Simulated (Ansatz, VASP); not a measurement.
## W2I in VASP and in Ansatz

```
W I
1.0
     0.00000    3.12473    3.12473
     3.12473    0.00000    3.12473
     3.12473    3.12473    0.00000
W I
2 1
Direct
  0.25000 0.25000 0.25000
  0.75000 0.75000 0.75000
  0.00000 0.00000 0.00000
```

Alike in both runs: task relaxation of cell and atoms; functional PBE; k mesh 14 × 14 × 14; occupations gaussian, width 0.1 eV; no spin polarisation.

```csv
,VASP,Ansatz
version,VASP 6.6.1,Ansatz 0.2.0
potentials or method,"VASP PAW PBE potentials, release 64 (W_sv, I), cutoff 600 eV","scalar-relativistic, plane waves, PAW"
valence electrons in the cell,35,45
```

|  | VASP | Ansatz | Ansatz less VASP |
| --- | --- | --- | --- |
| gap on the k mesh at the Fermi level, each at its own relaxed structure (eV) | none | none | - |
| relaxed volume (Å³/atom) | 20.40 | 20.40 | +0.001 |
| relaxed length of the cell vector where the two differ most in proportion (Å) | 4.423 | 4.424 | 0.0000 |

A gap of «none» marks a metal or a gap that the smearing closes. VASP's potentials hold 35 valence electrons a cell and Ansatz's 45, so a difference there can come from the potentials and not from the codes.

Spin-orbit coupling is off throughout.
